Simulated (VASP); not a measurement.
# TiSi2 (P1) in VASP: notebook

TiSi2 is run at these levels: PBEsol; tasks: single point.

Everything below comes from runs of VASP 6.6.1. Logs are shortened: lines on timing, memory, paths and dates and some standing lists are left out, and cuts for length are marked.

## 1. The cell of the first run

The typed cell holds 36 atoms: a = 7.933 Å, b = 8.507 Å, c = 8.507 Å, α = 103.35°, β = 105.96°, γ = 105.96°.

## 2. Single point, PBEsol

Contents of INCAR:

```
SYSTEM = TiSi2
  PREC = Accurate
  ENCUT = 520
  EDIFF = 1E-7
  ISMEAR = -1
  SIGMA = 0.05
  LREAL = Auto
  LASPH = .TRUE.
  NELM = 100
  ALGO = Normal
  ISIF = 2
  LWAVE = .FALSE.
  LCHARG = .FALSE.
  GGA = PS
  NBANDS = 144
```

Contents of KPOINTS:

```
Automatic mesh
0
Gamma
  2 2 2
  0.5 0.5 0.5
```

Contents of POSCAR:

```
TiSi2
1.0
   -3.5170495929      0.0000000000     -7.1112303616
    5.2755743893      6.6741239618      0.0000000000
    5.2755743893     -6.6741239618      0.0000000000
Ti Si
12 24
Direct
    0.1176423709      0.8263372311      0.6123233758
    0.6098931942      0.6638417693      0.4469475359
    0.1113894445      0.1399544295      0.9734356522
    0.6101125655      0.9801417979      0.7695892208
    0.1156143112      0.4838392528      0.2854592096
    0.6088420400      0.3178110810      0.1157727300
    0.3592143511      0.6939128392      0.9096298394
    0.8645172055      0.5429619516      0.7248385555
    0.3616541540      0.0406076491      0.2257907544
    0.8662814572      0.8714225252      0.0682038511
    0.3617750894      0.3724024144      0.5738177623
    0.8750533570      0.2160161911      0.4129994967
    0.1125030352      0.1661295032      0.2766163633
    0.6212788470      0.9987996527      0.1118859492
    0.1215310088      0.4967742250      0.6162845914
    0.6137074427      0.3229365511      0.4300139749
    0.1081165932      0.8237943727      0.9433486400
    0.6068810572      0.6755373524      0.7801581242
    0.3597162333      0.3730473399      0.2510689343
    0.8670994591      0.1948645123      0.0664884131
    0.3512627032      0.7020944730      0.5677337681
    0.8743759777      0.5416496035      0.4044702515
    0.3737308264      0.0381659296      0.9145871699
    0.8678225407      0.8777278977      0.7370655418
    0.1185929800      0.4695684677      0.9782335778
    0.5967545395      0.3065852882      0.7889891240
    0.1060194877      0.7944394890      0.2871964382
    0.6158037045      0.6366354064      0.1315590819
    0.1239131564      0.1481323828      0.6460061141
    0.6264069329      0.9936921497      0.4631020648
    0.3544632745      0.0467540701      0.5328292492
    0.8770953383      0.9097205826      0.3801057567
    0.3699521554      0.4015301826      0.9003474085
    0.8658276679      0.2345100306      0.7234089511
    0.3954492903      0.7401584920      0.2350520512
    0.8678733055      0.5659608949      0.0546927466
```

Potentials or basis: VASP PAW PBE potentials, release 64 (Ti_sv, Si).

Launch:

```sh
$ cat potpaw_PBE.64/Ti_sv/POTCAR potpaw_PBE.64/Si/POTCAR > POTCAR
$ mpirun -np 1 vasp_std > vasp.out
```

OUTCAR:

```text
SYSTEM = TiSi2
   PREC = Accurate
   ENCUT = 520
   EDIFF = 1E-7
   ISMEAR = -1
   LREAL = Auto
   LASPH = .TRUE.
   NELM = 100
   ISIF = 2
   GGA = PS

 ion  position               nearest neighbor table
   1  0.118  0.826  0.612-  21 2.44  22 2.51  24 2.58  31 2.62  23 2.64  29 2.67  27 2.69  32 2.71
                            15 2.82  17 2.84
   2  0.610  0.664  0.447-  35 2.46  19 2.53  24 2.59  21 2.60  28 2.65  22 2.66  30 2.74  18 2.82
                            32 2.82  16 2.88
   3  0.111  0.140  0.973-  20 2.40  24 2.49  13 2.53  19 2.55  23 2.59  17 2.63  25 2.78  29 2.83
                            34 2.89  33 2.89
   4  0.610  0.980  0.770-  24 2.49  21 2.51  23 2.60  18 2.61  20 2.62  30 2.67  34 2.71  31 2.72
                            26 2.78  14 2.85
   5  0.116  0.484  0.285-  19 2.43  21 2.50  22 2.51  20 2.57  25 2.60  27 2.66  13 2.68  36 2.73
                            15 2.78  35 2.86
   6  0.609  0.318  0.116-  23 2.45  22 2.62  33 2.63  20 2.63  19 2.64  16 2.65  28 2.67  26 2.73
                            14 2.74  36 2.77
   7  0.359  0.694  0.910-  33 2.50  15 2.52  18 2.53  17 2.58  25 2.60  28 2.61  35 2.63  14 2.65
                            23 2.89  21 2.91
   8  0.865  0.543  0.725-  17 2.52  15 2.54  16 2.61  34 2.62  18 2.69  22 2.75  36 2.76  26 2.77
                            24 2.82  25 2.83
   9  0.362  0.041  0.226-  16 2.51  17 2.55  14 2.58  13 2.58  31 2.62  35 2.66  23 2.67  30 2.67
[... 41 lines left out ...]
  30  0.626  0.994  0.463-  35 2.39  34 2.48  32 2.51  31 2.52  12 2.54   4 2.67   9 2.67   2 2.74
                            16 2.90  14 2.99  24 3.12
  31  0.354  0.047  0.533-  27 2.49  30 2.52  26 2.54  29 2.54   9 2.62   1 2.62  11 2.69   4 2.72
                            21 3.01  13 3.04  16 3.13
  32  0.877  0.910  0.380-  30 2.51  27 2.51  29 2.52  12 2.56  10 2.57  28 2.62   1 2.71   2 2.82
                            13 2.93  14 3.00  24 3.13
  33  0.370  0.402  0.900-  28 2.37  25 2.44  26 2.48   7 2.50  29 2.52   6 2.63  11 2.71   3 2.89
                            19 3.07  15 3.09  18 3.12  23 3.13
  34  0.866  0.235  0.723-  25 2.47  30 2.48  26 2.54  29 2.55   8 2.62  12 2.63   4 2.71   3 2.89
                            20 3.01  15 3.06  24 3.07  16 3.12
  35  0.395  0.740  0.235-  30 2.39  28 2.44   2 2.46  27 2.59   7 2.63   9 2.66  25 2.68   5 2.86
                            14 3.01  21 3.02  19 3.10
  36  0.868  0.566  0.055-  27 2.33  28 2.45  25 2.53  10 2.58  26 2.65   5 2.73   8 2.76   6 2.77
                            17 3.00  22 3.02

  LATTYP: Found a base centered monoclinic cell.
 ALAT       =    10.5511487786
 B/A-ratio  =     1.2650990147
 C/A-ratio  =     0.7519015556
 COS(beta)  =    -0.4433204465

  Lattice vectors:

 A1 = (   5.2755743893,   6.6741239618,   0.0000000000)
 A2 = (   5.2755743893,  -6.6741239618,   0.0000000000)
 A3 = (  -3.5170495929,   0.0000000000,  -7.1112303616)

Analysis of symmetry for initial positions (statically):
[... 184 lines left out ...]
   NUPDOWN=      -1.0000    fix difference up-down
   EMIN   =  10.00;   EMAX   =-10.00  energy-range for DOS
   EFERMI =   0.00;   METHOD = LEGACY
   ISMEAR =    -1;   SIGMA  =   0.05  broadening in eV -4-tet -1-fermi 0-gaus
   EFERMI_NEDOS =   21; number of points for ismear=-14 and -15
   IALGO  =     38    algorithm
   IMIX   =      4    mixing-type and parameters
     AMIX     =   0.40;   BMIX     =  1.00
     AMIX_MAG =   1.60;   BMIX_MAG =  1.00
  volume/ion in A,a.u.               =      13.91        93.87
  Fermi-wavevector in a.u.,A,eV,Ry     =   1.281147  2.421017 22.331757  1.641338
  Thomas-Fermi vector in A             =   2.413534
   LORBIT       =      0    0 simple, 1 ext, 2 COOP (PROOUT), +10 PAW based schemes
   GGA     = PS    functional components
   LHFCALC =     F    Hartree Fock is set to
   AEXX    =    0.0000 exact exchange contribution
   IVDW    =     0    specifies the selected vdW correction
   LEPSILON=     F    determine dielectric tensor
   LRPA    =     F    only Hartree local field effects (RPA)
 non-spin polarized calculation
  energy-cutoff  :      520.00
  volume of cell :      500.77
 maximum number of plane-waves:     13485
 NGX is ok and might be reduce to    60
   NGX = 29   NGY = 31   NGZ = 31

 number of electron     239.9999995 magnetization

 Free energy of the ion-electron system (eV)
  ---------------------------------------------------
  ext. energy  EPLUGINS =         0.00000000
  ---------------------------------------------------
  free energy    TOTEN  =      -259.88942157 eV

  energy without entropy =     -259.80595929  energy(sigma->0) =     -259.84769043

 E-fermi :  10.7748     XC(G=0): -11.8161

 val. band max:       10.7744189936   @ k =  -0.2500  -0.2500   0.2500
 cond. band min:      10.7959009914   @ k =   0.2500  -0.2500   0.2500
 fundamental gap:      0.0214819979
 Fermi energy:        10.7748394788

 k-point     1 :       0.2500    0.2500    0.2500
  band No.  band energies     occupation
      1     -45.8818      2.00000
      2     -45.7959      2.00000
      3     -45.7896      2.00000
      4     -45.7885      2.00000
      5     -45.7688      2.00000
      6     -45.7656      2.00000
[... 529 lines left out ...]
    131      11.8209      0.00000
    132      11.8373      0.00000
 [bands above 132 left out]

------------------------ aborting loop because EDIFF is reached ----------------------------------------

  FORCE on cell =-STRESS in cart. coord.  units (eV):
  Direction    XX          YY          ZZ          XY          YZ          ZX
  --------------------------------------------------------------------------------------
  -------------------------------------------------------------------------------------
  Total        9.2720990     -2.7501276      5.7429034      0.9821325      0.7185057     -0.5809593
  in kB       29.6653774     -8.7988246     18.3739840      3.1422584      2.2988044     -1.8587353
  external PRESSURE =      13.0801789 kB  Pullay stress =       0.0000000 kB

 VOLUME and BASIS-vectors are now :
 -----------------------------------------------------------------------------
  energy-cutoff  :      520.00
  volume of cell :      500.77
      direct lattice vectors                 reciprocal lattice vectors
    -3.517049593  0.000000000 -7.111230362     0.000000000  0.000000000 -0.140622642
     5.275574389  6.674123962  0.000000000     0.094776410  0.074916199 -0.046874214
     5.275574389 -6.674123962  0.000000000     0.094776410 -0.074916199 -0.046874214

 POSITION                                       TOTAL-FORCE (eV/Angst)
 -----------------------------------------------------------------------------------
      7.17601      1.42835     -0.83658         0.854916      0.076426      0.324165
      3.71503      1.44758     -4.33709        -0.011512     -0.663160     -0.987539
      5.48201     -5.56276     -0.79212        -0.731579      3.433778     -0.832508
      7.08504      1.40525     -4.33865         1.635915      0.731773     -0.059212
      3.65187      1.32401     -0.82216         0.440769      1.019203      0.532665
      0.14608      1.34843     -4.32962         0.402441      0.863399     -0.987670
[... 28 lines left out ...]
      3.75398      3.37114     -2.81213        -0.378891      0.293787      1.675175
      0.22195      3.41227     -6.17165        -1.445317     -0.334174      0.675400
 -----------------------------------------------------------------------------------
    total drift:                                0.011839      0.016730      0.021883

  FREE ENERGIE OF THE ION-ELECTRON SYSTEM (eV)
  ---------------------------------------------------
  free  energy   TOTEN  =      -259.8894215727 eV

  energy  without entropy=     -259.8059592947  energy(sigma->0) =     -259.84769043
```

OSZICAR:

```text
N       E                     dE             d eps       ncg     rms          rms(c)
DAV:   1     0.291654037942E+04    0.29165E+04   -0.10730E+05  1152   0.178E+03
DAV:   2     0.189414254830E+03   -0.27271E+04   -0.26471E+04  1152   0.554E+02
DAV:   3    -0.230616837370E+03   -0.42003E+03   -0.40450E+03  1648   0.186E+02
[... 15 lines left out ...]
DAV:  19    -0.259889420862E+03    0.18983E-06   -0.60321E-06  1576   0.157E-02    0.354E-03
DAV:  20    -0.259889421301E+03   -0.43891E-06   -0.91019E-07  1424   0.427E-03    0.161E-03
DAV:  21    -0.259889421420E+03   -0.11833E-06   -0.15142E-07   904   0.282E-03    0.941E-04
DAV:  22    -0.259889421541E+03   -0.12131E-06   -0.55381E-08   768   0.146E-03    0.325E-04
DAV:  23    -0.259889421573E+03   -0.31854E-07   -0.28078E-08   768   0.718E-04
   1 F= -.25988942E+03 E0= -.25984769E+03  d E =-.834623E-01
```

stdout:

```text
POSCAR found type information on POSCAR TiSi
 POSCAR found :  2 types and      36 ions
 scaLAPACK will be used
 -----------------------------------------------------------------------------
|                                                                             |
|                                                                             |
|     You enforced a specific xc type in the INCAR file but a different       |
|     I HOPE YOU KNOW WHAT YOU ARE DOING!                                     |
|                                                                             |
 -----------------------------------------------------------------------------

 LDA part: xc-table for (Slater+PW92), standard interpolation
 POSCAR, INCAR and KPOINTS ok, starting setup
 FFT: planning ... GRIDC
 FFT: planning ... GRID_SOFT
 FFT: planning ... GRID
 WAVECAR not read
 entering main loop
```

Wall time 6.8 min (1 thread of Intel Xeon 6975P-C (Granite Rapids), shared host); peak memory 0.61 GiB.

Results:

```yaml
Free_energy: -259.8894 eV
Pressure: 1.3 GPa
Largest_force: 3.608 eV/Å
Band_gap_on_the_k_mesh: zero (bands 120 and 121 overlap by 0.14 eV)
```

Forces in eV/Å, atoms in the order of the input:
```
Ti   0.855  0.076  0.324
Ti  -0.012 -0.663 -0.988
Ti  -0.732  3.434 -0.833
Ti   1.636  0.732 -0.059
Ti   0.441  1.019  0.533
Ti   0.402  0.863 -0.988
Ti   0.709  1.230 -0.386
Ti   0.486 -1.128  0.368
Ti   0.095 -1.045 -0.135
Ti   0.063 -0.102  0.391
Ti  -0.234  0.342 -0.401
Ti  -0.620  0.295  0.199
Si   0.286 -0.938 -0.135
Si  -0.099 -0.195  0.214
Si   0.333  0.120  0.601
Si   1.292  0.091 -0.196
Si  -0.381  0.249 -0.478
Si  -1.211  0.000 -0.458
Si  -0.927  0.194 -0.854
Si   0.869  0.153  1.022
Si  -0.410 -0.124 -1.133
Si   0.034 -0.359  1.011
Si  -0.871 -0.004  1.047
Si  -0.697 -0.397  0.268
Si   0.224  0.269  0.324
Si  -0.192 -0.686 -0.844
Si   0.732  0.000 -0.997
Si   0.641 -0.140 -0.568
Si  -0.134 -0.243  0.322
Si   0.128 -0.863  0.257
Si   0.567 -0.131 -0.385
Si  -0.167 -1.033  0.224
Si  -1.152 -0.494  0.499
Si  -0.132 -0.481 -0.114
Si  -0.379  0.294  1.675
Si  -1.445 -0.334  0.675
```

Stress tensor (GPa, compression positive):
```
 2.97  0.31 -0.19
 0.31 -0.88  0.23
-0.19  0.23  1.84
```

Levels at points of the mesh, in eV from the Fermi level:
| k point | band 118 | band 119 | band 120 | band 121 | band 122 | band 123 |
| --- | --- | --- | --- | --- | --- | --- |
| (0.25, 0.25, 0.25) | -0.70 | -0.35 | -0.27 | -0.12 | 0.21 | 0.27 |

Caveat: the k points lie up to 0.44 Å⁻¹ apart; the atoms stand as in a frame of molecular dynamics; the PAW data sets were made with another functional, which shifts forces and pressure a little.

## 3. Single point, PBEsol

Contents of INCAR:

```
PREC     = Accurate       # precision mode
ENCUT    = 520            # plane-wave cutoff, eV
EDIFF    = 1E-7           # SCF threshold, eV
ISMEAR   = -1             # smearing method
SIGMA    = 0.05           # smearing width, eV
LREAL    = Auto         
LASPH    = T              # aspherical terms in the spheres
NELM     = 60             # most SCF steps
ALGO     = Normal         # electronic algorithm
ISIF     = 2              # what is computed and relaxed
LWAVE    = F              # write WAVECAR
LCHARG   = T              # write CHGCAR
GGA      = PS             # functional
LELF     = T              # ELF
LVHAR    = T            
NBANDS   = 144            # bands
```

KPOINTS is that of step 2.

Contents of POSCAR:

```
TiSi2
1.0
   -3.5170495929      0.0000000000     -7.1112303616
    5.2755743893      6.6741239618      0.0000000000
    5.2755743893     -6.6741239618      0.0000000000
Ti Si
12 24
Direct
    0.1247269396      0.8267059989      0.6144111707
    0.6294483194      0.6552563100      0.4563079525
    0.1441190832      0.1634415566      0.9545155657
    0.6402927157      0.9975439829      0.7880295945
    0.1286753422      0.4932304824      0.2847470907
    0.6289832803      0.3281875031      0.1111539257
    0.3839781390      0.7158542414      0.9149329531
    0.8889240931      0.5416975298      0.7250847439
    0.3936095243      0.0350151686      0.2494566456
    0.8831000658      0.8809277927      0.0791875148
    0.3789659261      0.3694099904      0.5654501011
    0.8895493014      0.2220523582      0.4000656835
    0.1452762669      0.1819517289      0.2716739162
    0.6473962684      1.0016703954      0.1180296309
    0.1331845478      0.4834439158      0.6066208308
    0.6351740515      0.3329914864      0.4529114946
    0.1432449728      0.8289966057      0.9508777701
    0.6167470011      0.6703217827      0.7708802985
    0.3928965675      0.3705207771      0.2358656515
    0.8838289129      0.2141962343      0.0636961828
    0.3723695993      0.6975559313      0.5740351510
    0.8802376919      0.5374668101      0.3903570162
    0.3805832271      0.0291691608      0.9073969303
    0.8847522412      0.8635250929      0.7606329375
    0.1372725886      0.4699853958      0.9616235522
    0.6392123119      0.3170924636      0.8027615969
    0.1257859687      0.8083117924      0.2967414321
    0.6328158098      0.6437398611      0.1312871378
    0.1362189032      0.1539823245      0.6362339307
    0.6515056839      0.9832198313      0.4780807270
    0.3785585423      0.0521361035      0.5530090299
    0.8627604069      0.8902895495      0.3853581129
    0.3726488758      0.3877562710      0.8808317695
    0.8678727430      0.2320242966      0.7092640089
    0.3727738894      0.7096206759      0.2315597321
    0.8865226802      0.5740120150      0.0529013764
```

Potentials or basis: VASP PAW PBE potentials, release 64 (Ti_sv, Si).

Launch:

```sh
$ cat potpaw_PBE.64/Ti_sv/POTCAR potpaw_PBE.64/Si/POTCAR > POTCAR
$ mpirun -np 1 vasp_std > vasp.out
```

It took 8.1 min on 1 thread of Intel Xeon Platinum 8488C (Sapphire Rapids), shared host; peak memory 0.61 GiB.

The run converged. Its results:

```
Free energy            : -260.2463 eV
Pressure               : 1.3 GPa
Largest force          : 1.803 eV/Å
Band gap on the k mesh : zero (bands 120 and 121 overlap by 0.12 eV)
```

Forces in eV/Å, atoms in the order of the input:
```
Ti  -0.035 -0.139 -0.137
Ti   0.132  0.567 -0.513
Ti  -0.335  0.255  0.935
Ti  -0.154  0.213  0.674
Ti  -0.702  0.361 -0.229
Ti  -0.437  0.067 -0.419
Ti  -1.373 -0.141 -0.030
Ti   1.176 -0.775  0.309
Ti  -0.124  1.036  0.398
Ti  -0.885  0.363 -0.536
Ti   0.194  0.044 -0.671
Ti  -0.931 -1.173  0.748
Si  -0.414 -0.785  1.042
Si   0.660  0.477  0.920
Si   1.469  0.618 -0.148
Si  -0.553  0.500 -0.049
Si   0.756 -0.136  0.924
Si  -0.072 -0.967 -1.123
Si   0.609 -0.081  0.184
Si   0.041 -0.530 -0.193
Si   0.337  0.558 -0.113
Si   0.992 -0.727  0.116
Si   0.187  0.157 -0.699
Si  -0.366  0.718 -0.181
Si   0.887  0.095  0.505
Si   0.270 -0.004  0.588
Si   0.736 -0.275 -0.525
Si   0.224 -0.266  0.358
Si  -0.801 -0.495  0.582
Si   0.172 -0.076  1.715
Si   0.141  0.088 -0.081
Si  -0.755  0.011 -1.637
Si   0.027  0.168 -1.108
Si  -0.171 -0.537 -1.234
Si   0.026  1.211 -0.729
Si  -0.929 -0.402  0.359
```

Stress tensor (GPa, compression positive):
```
 2.49  0.12  0.21
 0.12 -0.97 -0.10
 0.21 -0.10  2.33
```

Levels at points of the mesh, in eV from the Fermi level:
| k point | band 117 | band 118 | band 119 | band 120 | band 121 | band 122 | band 123 | band 124 |
| --- | --- | --- | --- | --- | --- | --- | --- | --- |
| (0.25, 0.25, 0.25) | -0.97 | -0.77 | -0.37 | -0.25 | -0.08 | 0.22 | 0.25 | 0.39 |

Caveat: the k points lie up to 0.44 Å⁻¹ apart; the atoms stand as in a frame of molecular dynamics; the PAW data sets were made with another functional, which shifts forces and pressure a little.

(Continued in part 2 of 2.)
